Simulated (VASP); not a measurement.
# Si (Imma) in VASP: notebook, part 3 of 3

VASP 6.6.1. The steps go on from the part before.

**5. Single point, PBEsol**

The input, INCAR:

```
SYSTEM = Si
ALGO     = Normal         ! electronic algorithm
EDIFF    = 1E-6           ! SCF threshold, eV
ENCUT    = 500            ! plane-wave cutoff, eV
GGA      = PS             ! functional
GGA_COMPAT= .FALSE.      
ISIF     = 2              ! what is computed and relaxed
ISMEAR   = 0              ! smearing method
LASPH    = .TRUE.         ! aspherical terms in the spheres
LCHARG   = .FALSE.        ! write CHGCAR
LREAL    = .FALSE.        ! projectors in reciprocal space
LWAVE    = .FALSE.        ! write WAVECAR
NBANDS   = 11             ! bands
NELM     = 120            ! most SCF steps
PREC     = Accurate       ! precision mode
SIGMA    = 0.01           ! smearing width, eV
```

The input, KPOINTS:

```
k-points
0
G
  10 10 10
  0 0 0
```

The input, POSCAR:

```
Si
1.0
    0.0212661504      2.7108303687      2.6895642183
    2.7108303687      0.0212661504      2.6895642183
    2.7320965191      2.7320965191      0.0000000000
Si
2
Direct
    0.0011214844      0.0011214844     -0.0011214844
    0.2488785156      0.2488785156      0.2511214844
```

Launch:

```console
cat potpaw_PBE.64/Si/POTCAR > POTCAR
mpirun -np 1 vasp_std > vasp.out
```

Wall time 86 s (1 thread of Intel Xeon 8259CL, shared host); peak memory 0.19 GiB.

The run converged. Its results:

```yaml
Free_energy: -11.4870 eV
Pressure: 1.5 GPa
Band_gap_on_the_k_mesh: 0.32 eV (least direct gap 2.39 eV)
```

Stress tensor (GPa, compression positive):
```
 1.28 -1.17  0.00
-1.17  1.28  0.00
 0.00  0.00  2.00
```

Levels at points of the mesh, in eV from the valence-band top:
```csv
k point,band 1,band 2,band 3,band 4,band 5,band 6,band 7,band 8
"(0.00, 0.00, 0.00)",-12.14,-0.15,-0.02,0.00,2.39,2.42,2.56,3.44
"(0.50, 0.00, 0.00)",-9.72,-7.12,-1.38,-1.26,1.36,3.11,3.24,7.41
"(0.50, 0.50, 0.00)",-7.93,-7.87,-3.11,-2.90,0.34,0.58,10.05,10.16
"(0.00, 0.00, 0.50)",-9.80,-7.15,-1.24,-1.22,1.53,3.24,3.25,7.53
"(0.50, 0.00, 0.50)",-7.95,-7.95,-2.95,-2.95,0.52,0.52,10.09,10.09
```

Caveat: the PAW data sets were made with another functional, which shifts forces and pressure a little. A k mesh can miss the band edges.

**6. Relaxation of the atoms, PBEsol (strained cell)**

The input, INCAR:

```
  ALGO = Normal
  EDIFF = 1E-7
  EDIFFG = -0.002
  ENCUT = 450
  GGA = PS
  GGA_COMPAT = F
  IBRION = 2
  ISIF = 2
  ISMEAR = 0
  LASPH = T
  LCHARG = F
  LREAL = F
  LWAVE = F
  NELM = 120
  NELMIN = 4
  NSW = 60
  PREC = Accurate
  SIGMA = 0.02
```

The input, KPOINTS:

```
k-points
0
Gamma
  10 10 10
```

The input, POSCAR:

```
Si
1.0
    0.0217338523      2.7112980706      2.6895642183
    2.7112980706      0.0217338523      2.6895642183
    2.7330319229      2.7330319229      0.0000000000
Si
2
Direct
    0.0000000000      0.0000000000      0.0000000000
    0.2500000000      0.2500000000      0.2500000000
```

Potentials or basis: VASP PAW PBE potentials, release 64 (Si).

Launch:

```console
cat potpaw_PBE.64/Si/POTCAR > POTCAR
mpirun -np 1 vasp_std > vasp.out
```

OUTCAR:

```text
EDIFF = 1E-7
   EDIFFG = -0.002
   ENCUT = 450
   GGA = PS
   IBRION = 2
   ISIF = 2
   ISMEAR = 0
   LASPH = T
   LREAL = F
   NELM = 120
   NELMIN = 4
   NSW = 60
   PREC = Accurate

 ion  position               nearest neighbor table
   1  0.000  0.000  0.000-   2 2.33   2 2.33   2 2.35   2 2.35
   2  0.250  0.250  0.250-   1 2.33   1 2.33   1 2.35   1 2.35

  LATTYP: Found a body centered orthorhombic cell.
 ALAT       =     3.8036181944
 B/A-ratio  =     1.0161616162
 C/A-ratio  =     1.4142135624

  Lattice vectors:

 A1 = (   2.7112980706,   0.0217338523,  -2.6895642183)
 A2 = (  -2.7112980706,  -0.0217338523,  -2.6895642183)
 A3 = (   0.0217338523,   2.7112980706,   2.6895642183)

Analysis of symmetry for initial positions (statically):
=====================================================================
 Subroutine PRICEL returns:
 Original cell was already a primitive cell.

 Routine SETGRP: Setting up the symmetry group for a
 body centered orthorhombic supercell.

 Subroutine GETGRP returns: Found  8 space group operations
 (whereof  4 operations were pure point group operations)
 out of a pool of  8 trial point group operations.

The static configuration has the point symmetry C_2v.
 The point group associated with its full space group is D_2h.

Analysis of symmetry for dynamics (positions and initial velocities):
=====================================================================
 Subroutine PRICEL returns:
 Original cell was already a primitive cell.

 Routine SETGRP: Setting up the symmetry group for a
 body centered orthorhombic supercell.

 Subroutine GETGRP returns: Found  8 space group operations
 (whereof  4 operations were pure point group operations)
 out of a pool of  8 trial point group operations.

The dynamic configuration has the point symmetry C_2v.
 The point group associated with its full space group is D_2h.

 Subroutine INISYM returns: Found  8 space group operations
 (whereof  4 operations are pure point group operations),
 and found     1 'primitive' translations

----------------------------------------------------------------------------------------

                                     Primitive cell

  volume of cell :      39.5402

  direct lattice vectors                    reciprocal lattice vectors
     0.021733852  2.711298071  2.689564218    -0.185903722  0.185903722  0.185903722
     2.711298071  0.021733852  2.689564218     0.185903722 -0.185903722  0.185903722
     2.733031923  2.733031923  0.000000000     0.182947003  0.182947003 -0.185903722

  length of vectors
     3.819079113  3.819079113  3.865090812     0.321994693  0.321994693  0.318589714

  position of ions in fractional coordinates (direct lattice)
     0.000000000  0.000000000  0.000000000
     0.250000000  0.250000000  0.250000000

  ion indices of the primitive-cell ions
   primitive index   ion index
                 1           1
                 2           2

----------------------------------------------------------------------------------------

 KPOINTS: k-points

Automatic generation of k-mesh.
 Grid dimensions read from file:
 generate k-points for:   10   10   10

 Generating k-lattice:

[... 48 lines left out ...]
   ions per type =               2
   NGX,Y,Z   is equivalent  to a cutoff of  12.19, 12.19, 12.04 a.u.
   NGXF,Y,Z  is equivalent  to a cutoff of  24.38, 24.38, 24.09 a.u.
 SYSTEM =  unknown system
   PREC   = accura    normal or accurate (medium, high low for compatibility)
   ISTART =      0    job   : 0-new  1-cont  2-samecut
   ICHARG =      2    charge: 1-file 2-atom 10-const
   ISPIN  =      1    spin polarized calculation?
   LNONCOLLINEAR =      F non collinear calculations
   LSORBIT =      F    spin-orbit coupling
   LASPH  =      T    aspherical Exc in radial PAW
   ENCUT  =  450.0 eV  33.07 Ry    5.75 a.u.   6.61  6.61  6.69*2*pi/ulx,y,z
   NELM   =    120;   NELMIN=  4; NELMDL= -5     # of ELM steps
   EDIFF  = 0.1E-06   stopping-criterion for ELM
   LREAL  =      F    real-space projection
   EDIFFG = -.2E-02   stopping-criterion for IOM
   NSW    =     60    number of steps for IOM
   IBRION =      2    ionic relax: 0-MD 1-quasi-New 2-CG
   NFREE  =      1    steps in history (QN), initial steepest desc. (CG)
   ISIF   =      2    stress and relaxation
   ISYM   =      2    0-nonsym 1-usesym 2-fastsym
   POTIM  = 0.5000    time-step for ionic-motion
   TEBEG  =    0.0;   TEEND  =   0.0 temperature during run
   PSTRESS=    0.0 pullay stress
   NELECT =       8.0000    total number of electrons
   NUPDOWN=      -1.0000    fix difference up-down
   EMIN   =  10.00;   EMAX   =-10.00  energy-range for DOS
   EFERMI =   0.00;   METHOD = LEGACY
   ISMEAR =     0;   SIGMA  =   0.02  broadening in eV -4-tet -1-fermi 0-gaus
   EFERMI_NEDOS =   21; number of points for ismear=-14 and -15
   IALGO  =     38    algorithm
   IMIX   =      4    mixing-type and parameters
     AMIX     =   0.40;   BMIX     =  1.00
     AMIX_MAG =   1.60;   BMIX_MAG =  1.00
  volume/ion in A,a.u.               =      19.77       133.42
  Fermi-wavevector in a.u.,A,eV,Ry     =   0.961078  1.816174 12.567307  0.923671
  Thomas-Fermi vector in A             =   2.090418
   LORBIT       =      0    0 simple, 1 ext, 2 COOP (PROOUT), +10 PAW based schemes
   GGA     = PS    functional components
   LHFCALC =     F    Hartree Fock is set to
   AEXX    =    0.0000 exact exchange contribution
   IVDW    =     0    specifies the selected vdW correction
   LEPSILON=     F    determine dielectric tensor
   LRPA    =     F    only Hartree local field effects (RPA)
 conjugate gradient relaxation of ions
 non-spin polarized calculation
 Gauss-broadening in eV      SIGMA  =   0.02
  energy-cutoff  :      450.00
  volume of cell :       39.54
 maximum number of plane-waves:       883
   NGX = 13   NGY = 13   NGZ = 13

--------------------------------------- Ionic step        1  -------------------------------------------

 number of electron       8.0000001 magnetization

 Free energy of the ion-electron system (eV)
  ---------------------------------------------------
  ext. energy  EPLUGINS =         0.00000000
  ---------------------------------------------------
  free energy    TOTEN  =       -11.48615852 eV

  energy without entropy =      -11.48615852  energy(sigma->0) =      -11.48615852

------------------------ aborting loop because EDIFF is reached ----------------------------------------

  FORCE on cell =-STRESS in cart. coord.  units (eV):
  Direction    XX          YY          ZZ          XY          YZ          ZX
  --------------------------------------------------------------------------------------
  -------------------------------------------------------------------------------------
  Total        0.3120859      0.3120859      0.4939088     -0.4238837      0.0000000      0.0000000
  in kB       12.6457949     12.6457949     20.0133030    -17.1758690      0.0000000      0.0000000
  external PRESSURE =      15.1016309 kB  Pullay stress =       0.0000000 kB
[... 59 lines left out ...]
--------------------------------------- Ionic step        3  -------------------------------------------

 number of electron       8.0000001 magnetization

 Free energy of the ion-electron system (eV)
  ---------------------------------------------------
  ext. energy  EPLUGINS =         0.00000000
  ---------------------------------------------------
  free energy    TOTEN  =       -11.48720561 eV

  energy without entropy =      -11.48720561  energy(sigma->0) =      -11.48720561

 E-fermi :   6.1351     XC(G=0):  -9.6021

 val. band max:        5.9799104017   @ k =   0.0000   0.0000   0.0000
 cond. band min:       6.2981744566   @ k =   0.4000   0.4000   0.0000
 fundamental gap:      0.3182640549
 Fermi energy:         6.1351315565

 k-point     1 :       0.0000    0.0000    0.0000
  band No.  band energies     occupation
      1      -6.1590      2.00000
      2       5.8234      2.00000
      3       5.9544      2.00000
      4       5.9799      2.00000
      5       8.3625      0.00000
      6       8.3959      0.00000
      7       8.5414      0.00000
      8       9.4136      0.00000
[... 243 lines left out ...]
 k-point    24 :       0.4000    0.3000    0.0000
  band No.  band energies     occupation
      1      -3.9436      2.00000
      2       0.5192      2.00000
      3       3.0406      2.00000
      4       3.2951      2.00000
      5       6.7472      0.00000
      6       8.0962      0.00000
      7      12.9005      0.00000
      8      12.9731      0.00000

 [... further k-points ...]

------------------------ aborting loop because EDIFF is reached ----------------------------------------

  FORCE on cell =-STRESS in cart. coord.  units (eV):
  Direction    XX          YY          ZZ          XY          YZ          ZX
  --------------------------------------------------------------------------------------
  -------------------------------------------------------------------------------------
  Total        0.3059972      0.3059972      0.4854406     -0.2943678      0.0000000      0.0000000
  in kB       12.3990803     12.3990803     19.6701728    -11.9278554      0.0000000      0.0000000
  external PRESSURE =      14.8227778 kB  Pullay stress =       0.0000000 kB
[... 17 lines left out ...]
  FREE ENERGIE OF THE ION-ELECTRON SYSTEM (eV)
  ---------------------------------------------------
  free  energy   TOTEN  =       -11.4872056136 eV

  energy  without entropy=      -11.4872056136  energy(sigma->0) =      -11.48720561

 reached required accuracy - stopping structural energy minimisation
```

Wall time 2 min (1 thread of Intel Xeon 8259CL, shared host); peak memory 0.17 GiB.

What came out:

* Free energy: -11.4872 eV
* Energy gained by relaxing: 0.5 meV/atom
* Ionic steps: 3
* Pressure after relaxing: 1.5 GPa
* Band gap on the k mesh: 0.32 eV (least direct gap 2.38 eV)

Step by step:
| step | energy change (eV) | largest force (eV/Å) | pressure (GPa) |
| --- | --- | --- | --- |
| 1 | 0.0000 | 0.1696 | 1.51 |
| 2 | -0.0009 | 0.0550 | 1.48 |
| 3 | -0.0010 | 0.0001 | 1.48 |

Final structure:
```xyz
2
Lattice="0.0217 2.7113 2.6896 2.7113 0.0217 2.6896 2.7330 2.7330 0.0000" Properties=species:S:1:pos:R:3 pbc="T T T"
Si    2.7330    2.7330    0.0062
Si    1.3665    1.3665    1.3386
```

Levels at points of the mesh, in eV from the valence-band top:
```tsv
k point	band 1	band 2	band 3	band 4	band 5	band 6	band 7	band 8
(0.00, 0.00, 0.00)	-12.14	-0.16	-0.03	0.00	2.38	2.42	2.56	3.43
(0.50, 0.00, 0.00)	-9.72	-7.12	-1.39	-1.26	1.36	3.10	3.24	7.41
(0.50, 0.50, 0.00)	-7.93	-7.87	-3.12	-2.90	0.34	0.58	10.05	10.16
(0.00, 0.00, 0.50)	-9.80	-7.15	-1.24	-1.22	1.53	3.24	3.25	7.53
(0.50, 0.00, 0.50)	-7.95	-7.95	-2.95	-2.95	0.52	0.52	10.08	10.08
```

Caveat: the cell differs from its parent crystal (strained cell); the PAW data sets were made with another functional, which shifts forces and pressure a little.

**7. Summary**

```csv
task,cell,cutoff (eV),smearing,gap on the mesh (eV),pressure (GPa)
single point,"a = 3.819, b = 3.819, c = 3.865 Å, angles 59.6, 59.6, 59.7°, 2 atoms, atomic positions A",500,gaussian 0.02 eV,0.32,1.5
single point,"a = 3.819, b = 3.819, c = 3.863 Å, angles 59.6, 59.6, 59.7°, 2 atoms, atomic positions A",500,gaussian 0.02 eV,0.32,1.5
single point,"a = 3.819, b = 3.819, c = 3.864 Å, angles 59.6, 59.6, 59.7°, 2 atoms, atomic positions A",500,gaussian 0.02 eV,0.32,1.5
single point,"a = 3.819, b = 3.819, c = 3.864 Å, angles 59.6, 59.6, 59.7°, 2 atoms, atomic positions A",500,gaussian 0.01 eV,0.32,1.5
relaxation of the atoms,"atoms relaxed from a = 3.819, b = 3.819, c = 3.865 Å, angles 59.6, 59.6, 59.7°, 2 atoms, atomic positions B",450,gaussian 0.02 eV,0.32,1.5
```

Alike in all rows: level PBEsol; potentials or basis VASP PAW PBE potentials, release 64 (Si); no spin polarisation; k mesh 10 × 10 × 10.

Caveats: the PAW data sets were made with another functional, which shifts forces and pressure a little.

Total energies depend on the potentials used, so only differences within one code and one set of settings carry meaning.
